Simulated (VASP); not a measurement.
Runs of VASP 6.6.1 on W. The structure is cubic, space group Fm-3m (No. 225). Conventional cell: a = 4.060 Å, b = 4.060 Å, c = 4.060 Å, α = 90.00°, β = 90.00°, γ = 90.00°. Within 3.8 Å of W (site symmetry m-3m) lie 12 W at 2.87 Å. 

```csv
k mesh,gap on the mesh (eV),pressure (GPa)
8 × 8 × 8,none,-15.9
4 × 4 × 4,none,-16.4
9 × 9 × 9,none,(b)
12 × 12 × 12,none,(a)
3 × 3 × 3,none,-9.4
6 × 6 × 6,none,-15.7
```

Alike in all rows: task single point; level LDA; potentials or basis VASP PAW LDA potentials, release 64 (W_sv); no spin polarisation; cell as given; cutoff (eV) 520; smearing fermi-dirac 0.15 eV.

Task: Estimate the missing entries.

Result: (a) -16.3; (b) -16.6.

Caveats: some runs use coarse meshes; spin-orbit coupling is left out, which moves the levels of the heavy elements.

A k mesh can miss the band edges, and the runs leave out spin-orbit coupling on W.

A gap of «none» marks levels without a gap at the run's occupations.
